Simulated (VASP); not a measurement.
# KNbO3 (P4mm) in VASP: single point with PBE

Aim: the single point of KNbO3 with PBE.

Everything below comes from runs of VASP 6.6.1. Logs are shortened: lines on timing, memory, paths and dates and some standing lists are left out, and cuts for length are marked.

## Step 1: The cell of the first run

The structure is tetragonal, space group P4mm (No. 99). Conventional cell: a = 4.013 Å, b = 4.013 Å, c = 4.110 Å, α = 90.00°, β = 90.00°, γ = 90.00°. K (site symmetry 4mm) has 12 O at 2.80 to 2.95 Å and 8 Nb at 3.47 to 3.54 Å within 3.7 Å. Within 2.5 Å of Nb (site symmetry 4mm) lie 6 O at 1.88 to 2.23 Å. O (site symmetry 2mm) has 2 Nb at 2.01 Å and 4 K at 2.80 to 2.95 Å and 8 O at 2.84 to 2.88 Å within 3.0 Å. Within 2.5 Å of O (site symmetry 4mm) lie 2 Nb at 1.88 to 2.23 Å.

## Step 2: Single point, PBE

Contents of POSCAR:

```
KNbO3
1.0
    4.0129726800      0.0000000000      0.0000000000
    0.0000000000      4.0129726800      0.0000000000
    0.0000000000      0.0000000000      4.1102918300
K Nb O
1 1 3
Direct
    0.5000000000      0.5000000000      0.4999545100
    0.0000000000      0.0000000000      0.0149157700
    0.5000000000      0.0000000000      0.9741423400
    0.0000000000      0.5000000000      0.9741423400
    0.0000000000      0.0000000000      0.4716460400
```

Contents of INCAR.step1:

```
SYSTEM = KNbO3
PREC = Accurate
ENCUT = 520
EDIFF = 1E-6
ISMEAR = 0
SIGMA = 0.1
LREAL = .FALSE.
LASPH = .TRUE.
NELM = 120
ALGO = Normal
ISIF = 2
LWAVE = .FALSE.
LCHARG = .TRUE.
LMAXMIX = 4
GGA = PE
NBANDS = 28
GGA_COMPAT = .FALSE.
NEDOS = 2001
LORBIT = 11
```

Contents of KPOINTS.step1:

```
regular mesh
0
G
  4 4 4
  0 0 0
```

Contents of INCAR.step2:

```
SYSTEM = KNbO3
PREC = Accurate
ENCUT = 520
EDIFF = 1E-6
ISMEAR = -5
SIGMA = 0.1
LREAL = .FALSE.
LASPH = .TRUE.
NELM = 120
ALGO = Normal
ISIF = 2
LWAVE = .FALSE.
LCHARG = .FALSE.
LMAXMIX = 4
GGA = PE
LORBIT = 11
NEDOS = 1001
ICHARG = 11
GGA_COMPAT = .FALSE.
```

Contents of KPOINTS.step2:

```
regular mesh
0
G
  6 6 6
  0 0 0
```

Potentials or basis: VASP PAW PBE potentials, release 64 (K_sv, Nb_sv, O).

Command:

```
cat potpaw_PBE.64/K_sv/POTCAR potpaw_PBE.64/Nb_sv/POTCAR potpaw_PBE.64/O/POTCAR > POTCAR
cp INCAR.step1 INCAR
cp KPOINTS.step1 KPOINTS
mpirun -np 1 vasp_std > vasp.out
cp INCAR.step2 INCAR
cp KPOINTS.step2 KPOINTS
mpirun -np 1 vasp_std > vasp.out
```

OUTCAR:

```text
SYSTEM = KNbO3
   PREC = Accurate
   ENCUT = 520
   EDIFF = 1E-6
   ISMEAR = -5
   LREAL = .FALSE.
   LASPH = .TRUE.
   NELM = 120
   ISIF = 2
   GGA = PE
   LORBIT = 11
   ICHARG = 11

 ion  position               nearest neighbor table
   1  0.500  0.500  0.500-   3 2.80   4 2.80   3 2.80   4 2.80   5 2.84   5 2.84   5 2.84   5 2.84

   2  0.000  0.000  0.015-   5 1.88   4 2.01   3 2.01   4 2.01   3 2.01   5 2.23
   3  0.500  0.000  0.974-   2 2.01   2 2.01   1 2.80   1 2.80
   4  0.000  0.500  0.974-   2 2.01   2 2.01   1 2.80   1 2.80
   5  0.000  0.000  0.472-   2 1.88   2 2.23   1 2.84   1 2.84   1 2.84   1 2.84

  LATTYP: Found a simple tetragonal cell.
 ALAT       =     4.0129726800
 C/A-ratio  =     1.0242511369

  Lattice vectors:

 A1 = (   4.0129726800,   0.0000000000,   0.0000000000)
 A2 = (   0.0000000000,   4.0129726800,   0.0000000000)
 A3 = (   0.0000000000,   0.0000000000,   4.1102918300)

Analysis of symmetry for initial positions (statically):
=====================================================================
 Subroutine PRICEL returns:
 Original cell was already a primitive cell.

 Routine SETGRP: Setting up the symmetry group for a
 simple tetragonal supercell.

 Subroutine GETGRP returns: Found  8 space group operations
 (whereof  8 operations were pure point group operations)
 out of a pool of 16 trial point group operations.

The static configuration has the point symmetry C_4v.

Analysis of symmetry for dynamics (positions and initial velocities):
=====================================================================
 Subroutine PRICEL returns:
 Original cell was already a primitive cell.

 Routine SETGRP: Setting up the symmetry group for a
 simple tetragonal supercell.

 Subroutine GETGRP returns: Found  8 space group operations
 (whereof  8 operations were pure point group operations)
 out of a pool of 16 trial point group operations.

The dynamic configuration has the point symmetry C_4v.

 Subroutine INISYM returns: Found  8 space group operations
 (whereof  8 operations are pure point group operations),
 and found     1 'primitive' translations

----------------------------------------------------------------------------------------

                                     Primitive cell

  volume of cell :      66.1919

  direct lattice vectors                    reciprocal lattice vectors
     4.012972680  0.000000000  0.000000000     0.249191829  0.000000000  0.000000000
     0.000000000  4.012972680  0.000000000     0.000000000  0.249191829  0.000000000
     0.000000000  0.000000000  4.110291830     0.000000000  0.000000000  0.243291728

  length of vectors
     4.012972680  4.012972680  4.110291830     0.249191829  0.249191829  0.243291728

  position of ions in fractional coordinates (direct lattice)
     0.500000000  0.500000000  0.499954510
     0.000000000  0.000000000  0.014915770
     0.500000000  0.000000000  0.974142340
     0.000000000  0.500000000  0.974142340
     0.000000000  0.000000000  0.471646040

  ion indices of the primitive-cell ions
   primitive index   ion index
                 1           1
                 2           2
                 3           3
                 4           4
                 5           5

----------------------------------------------------------------------------------------

 KPOINTS: regular mesh

Automatic generation of k-mesh.
 Grid dimensions read from file:
 generate k-points for:    6    6    6

 Generating k-lattice:

  Cartesian coordinates                     Fractional coordinates (reciprocal lattice)
     0.041531971  0.000000000  0.000000000     0.166666667  0.000000000  0.000000000
     0.000000000  0.041531971  0.000000000     0.000000000  0.166666667  0.000000000
     0.000000000  0.000000000  0.040548621     0.000000000  0.000000000  0.166666667

  Length of vectors
     0.041531971  0.041531971  0.040548621

  Shift w.r.t. Gamma in fractional coordinates (k-lattice)
     0.000000000  0.000000000  0.000000000

 TETIRR: Found    324 inequivalent tetrahedra from     1296

 Subroutine IBZKPT returns following result:
 ===========================================

 Found     40 irreducible k-points:

 Following reciprocal coordinates:
            Coordinates               Weight
  0.000000  0.000000  0.000000      1.000000
  0.166667  0.000000  0.000000      4.000000
  0.333333  0.000000  0.000000      4.000000
  0.500000  0.000000  0.000000      2.000000
  0.166667  0.166667  0.000000      4.000000
  0.333333  0.166667  0.000000      8.000000
[... 16 lines left out ...]
  0.333333  0.000000  0.333333      8.000000
  0.500000  0.000000  0.333333      4.000000
 [... further k-points ...]
   k-points           NKPTS =     40   k-points in BZ     NKDIM =     40   number of bands    NBANDS=     24
   number of dos      NEDOS =   1001   number of ions     NIONS =      5
   total plane-waves  NPLWV =  28800
   dimension x,y,z NGX =    30 NGY =   30 NGZ =   32
   dimension x,y,z NGXF=    60 NGYF=   60 NGZF=   64
   ions per type =               1   1   3
   NGX,Y,Z   is equivalent  to a cutoff of  12.43, 12.43, 12.94 a.u.
   NGXF,Y,Z  is equivalent  to a cutoff of  24.86, 24.86, 25.89 a.u.
 SYSTEM =  KNbO3
   PREC   = accura    normal or accurate (medium, high low for compatibility)
   ISTART =      0    job   : 0-new  1-cont  2-samecut
   ICHARG =     11    charge: 1-file 2-atom 10-const
   ISPIN  =      1    spin polarized calculation?
   LNONCOLLINEAR =      F non collinear calculations
   LSORBIT =      F    spin-orbit coupling
   LASPH  =      T    aspherical Exc in radial PAW
   ENCUT  =  520.0 eV  38.22 Ry    6.18 a.u.   7.46  7.46  7.64*2*pi/ulx,y,z
   NELM   =    120;   NELMIN=  2; NELMDL=  0     # of ELM steps
   EDIFF  = 0.1E-05   stopping-criterion for ELM
   LREAL  =      F    real-space projection
   EDIFFG = 0.1E-04   stopping-criterion for IOM
   NSW    =      0    number of steps for IOM
   IBRION =     -1    ionic relax: 0-MD 1-quasi-New 2-CG
   NFREE  =      0    steps in history (QN), initial steepest desc. (CG)
   ISIF   =      2    stress and relaxation
   ISYM   =      2    0-nonsym 1-usesym 2-fastsym
   POTIM  = 0.5000    time-step for ionic-motion
   TEBEG  =    0.0;   TEEND  =   0.0 temperature during run
   PSTRESS=    0.0 pullay stress
   NELECT =      40.0000    total number of electrons
   NUPDOWN=      -1.0000    fix difference up-down
   EMIN   =  10.00;   EMAX   =-10.00  energy-range for DOS
   EFERMI =   0.00;   METHOD = LEGACY
   ISMEAR =    -5;   SIGMA  =   0.10  broadening in eV -4-tet -1-fermi 0-gaus
   EFERMI_NEDOS =   21; number of points for ismear=-14 and -15
   IALGO  =     38    algorithm
   IMIX   =      4    mixing-type and parameters
     AMIX     =   0.40;   BMIX     =  1.00
     AMIX_MAG =   1.60;   BMIX_MAG =  1.00
  volume/ion in A,a.u.               =      13.24        89.34
  Fermi-wavevector in a.u.,A,eV,Ry     =   1.384076  2.615524 26.064208  1.915665
  Thomas-Fermi vector in A             =   2.508614
   LORBIT       =     11    0 simple, 1 ext, 2 COOP (PROOUT), +10 PAW based schemes
   GGA     = PE    functional components
   LHFCALC =     F    Hartree Fock is set to
   AEXX    =    0.0000 exact exchange contribution
   IVDW    =     0    specifies the selected vdW correction
   LEPSILON=     F    determine dielectric tensor
   LRPA    =     F    only Hartree local field effects (RPA)
 non-spin polarized calculation
 Fermi weights with tetrahedron method with Bloechl corrections
  energy-cutoff  :      520.00
  volume of cell :       66.19
 maximum number of plane-waves:      1811
 NGX is ok and might be reduce to    30

 number of electron      39.9999983 magnetization

 Free energy of the ion-electron system (eV)
  ---------------------------------------------------
  ext. energy  EPLUGINS =         0.00000000
  ---------------------------------------------------
  free energy    TOTEN  =       -38.87663172 eV

  energy without entropy =      -38.87663172  energy(sigma->0) =      -38.87663172

 E-fermi :   3.1582     XC(G=0): -10.6132

 val. band max:        3.1140223410   @ k =   0.5000   0.5000   0.5000
 cond. band min:       4.6514588153   @ k =   0.0000   0.0000   0.0000
 fundamental gap:      1.5374364743
 Fermi energy:         3.1581626739

 k-point     1 :       0.0000    0.0000    0.0000
  band No.  band energies     occupation
      1     -51.8915      2.00000
      2     -28.0189      2.00000
      3     -27.9253      2.00000
      4     -27.9253      2.00000
      5     -24.3401      2.00000
      6     -14.0390      2.00000
[... 16 lines left out ...]
     23       5.3005      0.00000
     24       8.4292      0.00000

 k-point     2 :       0.1667    0.0000    0.0000
  band No.  band energies     occupation
      1     -51.8909      2.00000
      2     -28.0179      2.00000
      3     -27.9581      2.00000
      4     -27.9243      2.00000
      5     -24.3340      2.00000
      6     -13.9826      2.00000
[... 16 lines left out ...]
     23       5.6130      0.00000
     24       8.4442      0.00000

 k-point     3 :       0.3333    0.0000    0.0000
  band No.  band energies     occupation
      1     -51.8898      2.00000
      2     -28.0236      2.00000
      3     -28.0148      2.00000
      4     -27.9221      2.00000
      5     -24.3219      2.00000
      6     -13.9703      2.00000
[... 16 lines left out ...]
     23       6.6588      0.00000
     24       8.4321      0.00000

 k-point     4 :       0.5000    0.0000    0.0000
  band No.  band energies     occupation
      1     -51.8892      2.00000
      2     -28.0547      2.00000
      3     -28.0143      2.00000
      4     -27.9210      2.00000
      5     -24.3159      2.00000
      6     -13.9825      2.00000
[... 16 lines left out ...]
     23       7.2615      0.00000
     24       8.4053      0.00000

 k-point     5 :       0.1667    0.1667    0.0000
  band No.  band energies     occupation
      1     -51.8903      2.00000
      2     -28.0169      2.00000
      3     -27.9574      2.00000
      4     -27.9564      2.00000
      5     -24.3287      2.00000
      6     -13.8945      2.00000
[... 16 lines left out ...]
     23       5.8909      0.00000
     24       8.8116      0.00000

 k-point     6 :       0.3333    0.1667    0.0000
  band No.  band energies     occupation
      1     -51.8892      2.00000
      2     -28.0221      2.00000
      3     -28.0137      2.00000
      4     -27.9544      2.00000
      5     -24.3184      2.00000
      6     -13.8499      2.00000
[... 16 lines left out ...]
     23       6.8344      0.00000
     24       8.8958      0.00000
[... 379 lines left out ...]
 k-point    21 :       0.0000    0.0000    0.3333
  band No.  band energies     occupation
      1     -51.8903      2.00000
      2     -28.0928      2.00000
      3     -27.9229      2.00000
      4     -27.9229      2.00000
      5     -24.3245      2.00000
      6     -13.9924      2.00000
[... 16 lines left out ...]
     23       6.7183      0.00000
     24       8.4291      0.00000

 k-point    22 :       0.1667    0.0000    0.3333
  band No.  band energies     occupation
      1     -51.8897      2.00000
      2     -28.0912      2.00000
      3     -27.9553      2.00000
      4     -27.9218      2.00000
      5     -24.3210      2.00000
      6     -13.8835      2.00000
[... 16 lines left out ...]
     23       6.7992      0.00000
     24       9.0579      0.00000

 k-point    23 :       0.3333    0.0000    0.3333
  band No.  band energies     occupation
      1     -51.8886      2.00000
      2     -28.0880      2.00000
      3     -28.0190      2.00000
      4     -27.9197      2.00000
      5     -24.3139      2.00000
      6     -13.7892      2.00000
[... 16 lines left out ...]
     23       7.3772      0.00000
     24       9.4626      0.00000

 k-point    24 :       0.5000    0.0000    0.3333
  band No.  band energies     occupation
      1     -51.8881      2.00000
      2     -28.0863      2.00000
      3     -28.0504      2.00000
      4     -27.9186      2.00000
      5     -24.3104      2.00000
      6     -13.7684      2.00000
[... 16 lines left out ...]
     23       7.7975      0.00000
     24       9.5418      0.00000

 [... further k-points ...]

------------------------ aborting loop because EDIFF is reached ----------------------------------------

  FORCE on cell =-STRESS in cart. coord.  units (eV):
  Direction    XX          YY          ZZ          XY          YZ          ZX
  --------------------------------------------------------------------------------------
  -------------------------------------------------------------------------------------
  Total       -0.3034902     -0.3034902     -0.0454983      0.0000000     -0.0000000      0.0000000
  in kB       -7.3459868     -7.3459868     -1.1012866      0.0000000     -0.0000000      0.0000000
  external PRESSURE =      -5.2644201 kB  Pullay stress =       0.0000000 kB

 VOLUME and BASIS-vectors are now :
 -----------------------------------------------------------------------------
  energy-cutoff  :      520.00
  volume of cell :       66.19
      direct lattice vectors                 reciprocal lattice vectors
     4.012972680  0.000000000  0.000000000     0.249191829  0.000000000  0.000000000
     0.000000000  4.012972680  0.000000000     0.000000000  0.249191829  0.000000000
     0.000000000  0.000000000  4.110291830     0.000000000  0.000000000  0.243291728

 POSITION                                       TOTAL-FORCE (eV/Angst)
 -----------------------------------------------------------------------------------
      2.00649      2.00649      2.05496         0.000000      0.000000     -0.016967
      0.00000      0.00000      0.06131         0.000000      0.000000      0.219905
      2.00649      0.00000      4.00401         0.000000     -0.000000      0.086383
      0.00000      2.00649      4.00401         0.000000      0.000000      0.086383
      0.00000      0.00000      1.93860         0.000000     -0.000000     -0.375704
 -----------------------------------------------------------------------------------
    total drift:                                0.000000     -0.000000      0.006042

  FREE ENERGIE OF THE ION-ELECTRON SYSTEM (eV)
  ---------------------------------------------------
  free  energy   TOTEN  =       -38.8766317213 eV

  energy  without entropy=      -38.8766317213  energy(sigma->0) =      -38.87663172

 total charge

# of ion       s       p       d       tot
------------------------------------------
    1        1.960   5.601   0.043   7.604
    2        2.202   6.126   2.025  10.353
    3        1.566   3.480   0.000   5.046
    4        1.566   3.480   0.000   5.046
    5        1.571   3.467   0.000   5.037
--------------------------------------------------
tot          8.864  22.154   2.068  33.086
```

Wall time 65 s (1 thread of Intel Xeon Platinum 8259CL at 2.50GHz (Skylake/Cascade Lake), shared host); peak memory 0.2 GiB.

What came out:

```yaml
Valence_electrons_inside_the_program's_atomic_spheres: K 7.60; Nb 10.35; O 5.05, 5.04 (each value once)
```
